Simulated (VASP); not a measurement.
Wanted: the native input for a VASP 6.6.1 run.

```
Task                   : single point
Functional             : PBE
Potentials or basis    : VASP PAW PBE potentials, release 64 (Ti_sv)
Cutoff                 : 520 eV
k mesh                 : 16 × 16 × 16
Occupations            : fermi-dirac, width 0.1 eV
Spin                   : no spin polarisation
Dipole correction      : no
Further INCAR settings : ALGO = Normal; EDIFF = 1e-07; NBANDS = 12
```

The structure of Ti lies in POSCAR:

```
Ti
1.0
    2.3918880311      0.0000000000      0.0000000000
    0.0000000000      2.3918880311      0.0000000000
    0.0000000000      0.0000000000      2.3918880311
Ti
1
Direct
    0.0000000000      0.0000000000      0.0000000000
```

One way to write it, as run:

INCAR

```
PREC = Accurate
ENCUT = 520
EDIFF = 1E-7
ISMEAR = -1
SIGMA = 0.1
LREAL = False
LASPH = True
NELM = 60
ALGO = Normal
ISIF = 2
LWAVE = False
LCHARG = False
GGA = PE
NBANDS = 12
```

KPOINTS

```
Automatic mesh
0
Gamma
  16 16 16
```

Potentials or basis: VASP PAW PBE potentials, release 64 (Ti_sv).

Command:

```sh
$ cat potpaw_PBE.64/Ti_sv/POTCAR > POTCAR
$ mpirun -np 1 vasp_std > vasp.out
```

Results of the run:

The pressure is 38.0 GPa and the band gap on the k mesh is zero (band 6 reaches 11.72 eV, above the bottom of band 7 at 8.83 eV).

Wall time 36 s on 1 thread of Intel Xeon 6975P-C (shared host), peak memory 0.14 GiB.
